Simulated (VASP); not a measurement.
Here is a VASP 6.6.1 calculation.

The input INCAR:

```
ALGO = Fast
EDIFF = 1E-6
EDIFFG = -0.01
ENCUT = 600
GGA = PS
IBRION = 2
ISIF = 3
ISMEAR = 0
LASPH = T
LCHARG = F
LREAL = F
LWAVE = F
NELM = 60
NSW = 80
PREC = Accurate
SIGMA = 0.1
```

File KPOINTS:

```
k-points
0
Gamma
  20 20 20
```

POSCAR

```
Ir
1.0
   -1.5378781461      1.5378781461      1.5378781461
    1.5378781461     -1.5378781461      1.5378781461
    1.5378781461      1.5378781461     -1.5378781461
Ir
1
Direct
    0.0000000000      0.0000000000      0.0000000000
```

Potentials or basis: VASP PAW PBE potentials, release 64 (Ir).

Launch:

```bash
$ cat potpaw_PBE.64/Ir/POTCAR > POTCAR
$ mpirun -np 1 vasp_std > vasp.out
```

Predict the space group after relaxing (to 0.05 Å).

Im-3m (No. 229).

Predict the relaxed volume.

14.60 Å³/atom.

The path:
| step | energy change (eV) | largest force (eV/Å) | pressure (GPa) | volume (Å³) |
| --- | --- | --- | --- | --- |
| 1 | 0.0000 | 0.0000 | 1.35 | 14.55 |
| 2 | 0.0031 | 0.0000 | -4.85 | 14.81 |
| 3 | -0.0002 | 0.0000 | -0.08 | 14.60 |

Caveat: the PAW data sets were made with another functional, which shifts forces and pressure a little. Zero-point motion and thermal expansion aren't in these numbers.
